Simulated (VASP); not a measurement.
The system is Ti.

```
Ti
1.0
     0.00000    2.01638    2.01638
     2.01638    0.00000    2.01638
     2.01638    2.01638    0.00000
Ti
1
Direct
  0.00000 0.00000 0.00000
```

This cell differs from its parent crystal: volume scaled by 0.98.

Base run:

| Property | Result |
| --- | --- |
| Program | VASP 6.6.1 |
| Functional | PBE |
| Potentials or basis | VASP PAW PBE potentials, release 64 (Ti_sv) |
| Cutoff | 520 eV |
| k mesh | 11 × 11 × 11 |
| Occupations | fermi-dirac, width 0.05 eV |
| Spin | no spin polarisation |

Its results: band gap on the k mesh zero (band 6 reaches 9.77 eV, above the bottom of band 7 at 8.56 eV); pressure 6.3 GPa.

The run is repeated on the same cell with these changes: functional from PBE to PBEsol; further incar settings from ALGO = Fast; EDIFF = 1e-06; NBANDS = 12 to ALGO = Normal; EDIFF = 1e-06; NBANDS = 12. What comes out?

Band gap on the k mesh zero (band 6 reaches 9.64 eV, above the bottom of band 7 at 8.43 eV); pressure 1.5 GPa.

Caveats: the PAW data sets were made with another functional, which shifts forces and pressure a little (some runs).
